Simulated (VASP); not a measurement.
Set up this calculation in VASP 6.6.1, as the native input.

```
Task                   : single point
Functional             : PBEsol
Potentials or basis    : VASP PAW PBE potentials, release 64 (W_sv, S)
Cutoff                 : 520 eV
k mesh                 : 12 × 12 × 2
Occupations            : gaussian, width 0.02 eV
Spin                   : no spin polarisation
Dipole correction      : no
Further INCAR settings : ALGO = Normal; EDIFF = 1e-06; NBANDS = 20
```

The structure of WS2 lies in POSCAR:

```
WS2
1.0
    3.1471390065      0.0000000000      0.0000000000
   -1.5735695033      2.7255023289      0.0000000000
    0.0000000000      0.0000000000     15.9224171810
W S
1 2
Direct
    0.3333333333      0.6666666667      0.0000000000
    0.6666666667      0.3333333333      0.9016404067
    0.6666666667      0.3333333333      0.0983595933
```

This cell differs from its parent crystal: volume scaled by 0.94, then relaxed in part.

The input as run:

INCAR

```
ALGO = Normal
EDIFF = 1E-6
ENCUT = 520
GGA = PS
ISIF = 2
ISMEAR = 0
LASPH = T
LCHARG = F
LREAL = F
LWAVE = F
NBANDS = 20
NELM = 80
PREC = Accurate
SIGMA = 0.02
```

KPOINTS

```
k-points
0
Gamma
  12 12 2
```

Potentials or basis: VASP PAW PBE potentials, release 64 (W_sv, S).

Run with:

```sh
$ cat potpaw_PBE.64/W_sv/POTCAR potpaw_PBE.64/S/POTCAR > POTCAR
$ mpirun -np 1 vasp_std > vasp.out
```

It gave:

```json
{"Largest force": "0.026 eV/Å", "Band gap on the k mesh": "1.93 eV, direct"}
```

Caveat: the PAW data sets were made with another functional, which shifts forces and pressure a little; spin-orbit coupling is left out, which moves the levels of the heavy elements.

It took 2 min on 1 thread of AMD EPYC 9R45 (Zen 5), on a shared host, peak memory 0.25 GiB.
